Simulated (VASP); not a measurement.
HfB2:

```
CELL_PARAMETERS angstrom
3.14000 0.00000 0.00000
-1.57000 2.71932 0.00000
0.00000 0.00000 3.48000
ATOMIC_POSITIONS crystal
Hf 0.00000 0.00000 0.00000
B 0.66667 0.33333 0.50000
B 0.33333 0.66667 0.50000
```

| Property | Result |
| --- | --- |
| Program | VASP 6.6.1 |
| Task | relaxation of cell and atoms |
| Functional | BLYP |
| Dispersion | D3(BJ) |
| Potentials or basis | VASP PAW PBE potentials, release 64 (Hf_pv, B) |
| Cutoff | 600 eV |
| k mesh | 10 × 10 × 8 |
| Occupations | fermi-dirac, width 0.05 eV |
| Spin | no spin polarisation |

At the start: pressure -5.8 GPa; volume 9.90 Å³/atom.

Q: Where does the relaxation end?

A: Over 4 steps the energy falls by 6.0 meV/atom and the volume is 9.69 Å³/atom (-2.2 %); space group P6/mmm (No. 191, to 0.05 Å).

Step by step:
| step | energy change (eV) | largest force (eV/Å) | pressure (GPa) | volume (Å³) |
| --- | --- | --- | --- | --- |
| 1 | 0.0000 | 0.0000 | -5.82 | 29.71 |
| 2 | 0.0052 | 0.0000 | 8.57 | 28.19 |
| 3 | -0.0168 | 0.0000 | 0.53 | 28.99 |
| 4 | -0.0180 | 0.0000 | -0.03 | 29.07 |

Final structure:
```cif
data_structure
_symmetry_space_group_name_H-M 'P 1'
_symmetry_Int_Tables_number 1
_cell_length_a 3.1010
_cell_length_b 3.1010
_cell_length_c 3.4906
_cell_angle_alpha 90.000
_cell_angle_beta 90.000
_cell_angle_gamma 120.000
_cell_volume 29.07
loop_
_atom_site_label
_atom_site_type_symbol
_atom_site_fract_x
_atom_site_fract_y
_atom_site_fract_z
_atom_site_occupancy
Hf1 Hf 0.00000 0.00000 0.00000 1
B1 B 0.66667 0.33333 0.50000 1
B2 B 0.33333 0.66667 0.50000 1
```

Caveat: the PAW data sets were made with another functional, which shifts forces and pressure a little; pairwise dispersion overbinds metals, which lowers pressure and volume.
